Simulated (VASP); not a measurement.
## Li: single point with PBE

The system is Li.

```
Li
1.0
    -1.75465    1.75465    1.75465
     1.75465   -1.75465    1.75465
     1.75465    1.75465   -1.75465
Li
1
Direct
  0.00000 0.00000 0.00000
```

```json
{"Program": "VASP 6.6.1", "Task": "single point", "Functional": "PBE", "Potentials or basis": "VASP PAW PBE potentials, release 64 (Li_sv)", "Cutoff": "580 eV", "k mesh": "15 × 15 × 15", "Occupations": "tetrahedron, width 0.1 eV", "Spin": "no spin polarisation", "Tolerance level": "standard", "Purpose": "density of states", "K density": "12 × 12 × 12", "Further INCAR settings": "ALGO = Normal; EDIFF = 1e-06; NBANDS = 16"}
```

The valence electrons inside the program's atomic spheres are Li 2.07. The density of states at the Fermi level is 0.51 states/eV/atom.

Levels at points of the mesh, in eV from the Fermi level:
```
           k point  band 1  band 2  band 3  band 4
(0.00, 0.00, 0.00)  -46.67   -3.51   13.92   13.92
```

Run time: 13 s on 1 thread of Intel(R) Xeon(R) 6975P-C (Granite Rapids) (shared host), peak memory 0.15 GiB.
